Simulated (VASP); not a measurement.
Set up this calculation in VASP 6.6.1, as the native input.

- Task: single point
- Functional: r2SCAN
- Potentials or basis: VASP PAW PBE potentials, release 64 (B)
- Cutoff: 550 eV
- k mesh: 9 × 9 × 9
- Occupations: gaussian, width 0.1 eV
- Spin: no spin polarisation
- Dipole correction: no
- Further INCAR settings: ALGO = Normal; EDIFF = 1e-06; NBANDS = 10

The system is B.

```xyz
2
Lattice="1.3230 0.7638 2.2133 -1.3230 0.7638 2.2133 0.0000 -1.5276 2.2133" Properties=species:S:1:pos:R:3 pbc="T T T"
B     0.0000    0.0000    1.6600
B     0.0000    0.0000    4.9800
```

One way to write it, as run:

POSCAR

```
B
1.0
    1.3229703372      0.7638172803      2.2133336720
   -1.3229703372      0.7638172803      2.2133336720
    0.0000000000     -1.5276345607      2.2133336720
B
2
Direct
    0.2500064490      0.2500064490      0.2500064490
    0.7499935510      0.7499935510      0.7499935510
```

INCAR.step1

```
SYSTEM = B
ALGO     = Normal         ! electronic algorithm
EDIFF    = 1E-5           ! SCF threshold, eV
ENCUT    = 550            ! plane-wave cutoff, eV
GGA      = PE             ! functional
GGA_COMPAT= .False.      
ISMEAR   = 0              ! smearing method
LASPH    = .True.         ! aspherical terms in the spheres
LCHARG   = .False.        ! write CHGCAR
LREAL    = .False.        ! projectors in reciprocal space
LWAVE    = .True.         ! write WAVECAR
NBANDS   = 10             ! bands
NELM     = 120            ! most SCF steps
PREC     = Accurate       ! precision mode
SIGMA    = 0.1            ! smearing width, eV
```

INCAR.step2

```
SYSTEM = B
ALGO     = Normal         ! electronic algorithm
EDIFF    = 1E-6           ! SCF threshold, eV
ENCUT    = 550            ! plane-wave cutoff, eV
GGA_COMPAT= .False.      
ISIF     = 2              ! what is computed and relaxed
ISMEAR   = 0              ! smearing method
ISTART   = 1            
LASPH    = .True.         ! aspherical terms in the spheres
LCHARG   = .False.        ! write CHGCAR
LMIXTAU  = .True.       
LREAL    = .False.        ! projectors in reciprocal space
LWAVE    = .False.        ! write WAVECAR
METAGGA  = R2SCAN         ! meta-GGA
NBANDS   = 10             ! bands
NELM     = 120            ! most SCF steps
PREC     = Accurate       ! precision mode
SIGMA    = 0.1            ! smearing width, eV
```

KPOINTS

```
k-points
0
Gamma
  9 9 9
  0 0 0
```

Potentials or basis: VASP PAW PBE potentials, release 64 (B).

Launch:

```console
$ cat potpaw_PBE.64/B/POTCAR > POTCAR
$ cp INCAR.step1 INCAR
$ mpirun -np 1 vasp_std > vasp.out
$ cp INCAR.step2 INCAR
$ mpirun -np 1 vasp_std > vasp.out
```

It gave:

```yaml
Pressure: -0.1 GPa
Band_gap_on_the_k_mesh: zero (bands 3 and 4 overlap by 9.14 eV)
```

Caveat: the PAW data sets were made with another functional, which shifts forces and pressure a little.

Wall time 110 s on 1 thread of AMD EPYC 7R13 (shared host), peak memory 0.11 GiB.
